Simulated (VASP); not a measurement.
MoSe: single point with r2SCAN+U

MoSe:

```
CELL_PARAMETERS angstrom
4.05778 0.00000 0.00000
-2.02889 3.51414 0.00000
0.00000 0.00000 6.90887
ATOMIC_POSITIONS crystal
Mo 0.00000 0.00000 0.00000
Mo 0.00000 0.00000 0.50000
Se 0.33333 0.66667 0.25000
Se 0.66667 0.33333 0.75000
```

```
Program             : VASP 6.6.1
Task                : single point
Functional          : r2SCAN
Potentials or basis : VASP PAW PBE potentials, release 64 (Mo_sv, Se)
Cutoff              : 520 eV
k mesh              : 12 × 12 × 6
Occupations         : gaussian, width 0.1 eV
Spin                : collinear spin
Starting moments    : [2.0, 2.0, 0.0, 0.0] μB
Hubbard terms       : Mo d U = 4.38 eV
```

```json
{
 "Pressure": "-3.7 GPa",
 "Band gap on the k mesh": "zero (filled and empty bands overlap)",
 "Net moment": "8.00 μB per cell",
 "Site moments": "Mo +3.70; Se -0.15 μB",
 "Valence electrons inside the program's atomic spheres": "Mo 12.12; Se 3.87"
}
```

Stress tensor (GPa, compression positive):
```
-3.68  0.00  0.00
 0.00 -3.68  0.00
 0.00  0.00 -3.77
```

Levels at points of the mesh, in eV from the Fermi level:
Spin up:
```csv
k point,band 20,band 21,band 22,band 23,band 24,band 25,band 26,band 27,band 28,band 29
"(0.00, 0.00, 0.00)",-2.05,-2.05,-1.79,-1.79,-1.55,0.41,1.62,1.62,2.65,6.21
"(0.50, 0.00, 0.00)",-2.65,-2.42,-2.22,-1.73,-0.84,0.88,1.72,3.00,3.74,4.64
"(0.00, 0.00, 0.50)",-3.14,-2.84,-2.84,0.35,0.35,0.35,0.35,2.87,2.87,6.15
"(0.50, 0.00, 0.50)",-2.66,-2.39,-2.39,-0.01,-0.01,0.42,0.42,2.16,2.16,6.36
```
Spin down:
```csv
k point,band 14,band 15,band 16,band 17,band 18,band 19
"(0.00, 0.00, 0.00)",-2.46,-2.23,-2.23,1.18,2.09,2.39
"(0.50, 0.00, 0.00)",-3.95,-3.50,-3.22,0.80,2.43,3.46
"(0.00, 0.00, 0.50)",-2.88,-2.88,-2.88,2.30,2.30,3.05
"(0.50, 0.00, 0.50)",-3.63,-3.36,-3.36,1.75,1.75,3.36
```

Eigenvalues of the final occupation matrices:
```tsv
site	spin	trace	eigenvalues
site 1 d	1	3.80	0.62 0.62 0.85 0.85 0.86
site 1 d	2	0.16	0.01 0.01 0.01 0.06 0.06
site 2 d	1	3.80	0.62 0.62 0.85 0.85 0.86
site 2 d	2	0.16	0.01 0.01 0.01 0.06 0.06
```

Wall time 41 min on 1 thread of Oxide Virtual Turin-like Processor (shared host), peak memory 0.47 GiB.

Caveat: the cell stands under tension; the PAW data sets were made with another functional, which shifts forces and pressure a little.
